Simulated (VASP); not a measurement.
Runs of VASP 6.6.1 on WSe2. The structure is that of space group Amm2 (No. 38), or close to it. The cells are those of the table. 

```tsv
cell	gap on the mesh (eV)	pressure (GPa)	largest force (eV/Å)
a = 2.672, b = 3.437, c = 7.496 Å, angles 90.0, 90.0, 112.9°, 3 atoms	none	12.2	1.45
a = 3.656, b = 2.949, c = 7.496 Å, angles 90.0, 90.0, 128.3°, 3 atoms	none	9.7	2.67
a = 2.902, b = 3.665, c = 6.515 Å, angles 90.0, 90.0, 113.3°, 3 atoms	0.58	(a)	1.94
a = 3.886, b = 3.177, c = 6.515 Å, angles 90.0, 90.0, 127.7°, 3 atoms	(b)	10.6	4.67
a = 2.711, b = 3.475, c = 7.333 Å, angles 90.0, 90.0, 113.0°, 3 atoms	none	12.0	1.24
```

Alike in all rows: task single point; level PBE+D3(BJ); potentials or basis VASP PAW PBE potentials, release 64 (W_sv, Se); no spin polarisation; k mesh 9 × 9 × 4; cutoff (eV) 520; smearing gaussian 0.05 eV.

Q: Estimate the missing entries.

A: (a) 11.8; (b) 0.20.

Caveats: the cell stands under pressure; spin-orbit coupling is left out, which moves the levels of the heavy elements; forces of over 1 eV/Å act on the atoms, so gaps and moduli don't describe the material at rest; an odd mesh through Γ misses points on the zone boundary, where band edges can lie (at least some runs).

A k mesh can miss the band edges, and the runs leave out spin-orbit coupling on Se, W.

A gap of «none» marks levels without a gap at the run's occupations.
